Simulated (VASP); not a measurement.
Write the native input for VASP 6.6.1 that does the following.

* Task: relaxation of cell and atoms
* Functional: PBE
* Potentials or basis: VASP PAW PBE potentials, release 64 (Sr_sv, Co)
* Cutoff: 600 eV
* k mesh: 16 × 16 × 16
* Occupations: gaussian, width 0.1 eV
* Spin: collinear spin, ferromagnetic start
* Starting moments: [0.0, 1.98, 1.98] μB
* Dipole correction: no
* Further INCAR settings: ALGO = Fast; EDIFF = 1e-06; IBRION = 2; EDIFFG = -0.01; NSW = 100; ISIF = 3

The structure of SrCo2 lies in POSCAR:

```
SrCo2
1.0
   -2.0211244232      2.0211244232      4.1128180762
    2.0211244232     -2.0211244232      4.1128180762
    2.0211244232      2.0211244232     -4.1128180762
Sr Co
1 2
Direct
    0.0000000000      0.0000000000      0.0000000000
    0.6350743595      0.6350743595      0.0000000000
    0.3649256405      0.3649256405      0.0000000000
```

These files were run (other wordings do the same):

INCAR

```
SYSTEM = SrCo2
ALGO = Fast
EDIFF = 1E-6
EDIFFG = -0.01
ENCUT = 600
GGA = PE
IBRION = 2
ISIF = 3
ISMEAR = 0
ISPIN = 2
KPAR = 4
LASPH = .TRUE.
LCHARG = .FALSE.
LMAXMIX = 4
LORBIT = 11
LREAL = .FALSE.
LWAVE = .FALSE.
MAGMOM = 0 1.98 1.98
NELM = 150
NSW = 100
PREC = Accurate
SIGMA = 0.1
```

KPOINTS

```
k-points
0
G
  16 16 16
  0 0 0
```

Potentials or basis: VASP PAW PBE potentials, release 64 (Sr_sv, Co).

Launch:

```sh
$ cat potpaw_PBE.64/Sr_sv/POTCAR potpaw_PBE.64/Co/POTCAR > POTCAR
$ mpirun -np 4 vasp_std > vasp.out
```

It gave:

| Quantity | Value |
| --- | --- |
| Relaxed volume | 22.69 Å³/atom |
| Relaxed cell | a = 5.027 Å, b = 5.027 Å, c = 5.027 Å, α = 132.35°, β = 132.35°, γ = 69.67° |
| Space group after relaxing (to 0.1 Å) | I4/mmm (No. 139) |
| Energy gained by relaxing | 3.4 meV/atom |
| Ionic steps | 24 |
| Pressure after relaxing | 0.0 GPa |
| Largest force after relaxing | 0.005 eV/Å |
| Net moment | 3.44 μB per cell |
| Site moments | Sr -0.06; Co +1.82 μB |
| Valence electrons inside the program's atomic spheres | Sr 8.10; Co 7.96 |

It took 38 min on 4 MPI ranks on Intel(R) Xeon(R) 6975P-C (Granite Rapids) (shared host), peak memory 1.1 GiB a rank.
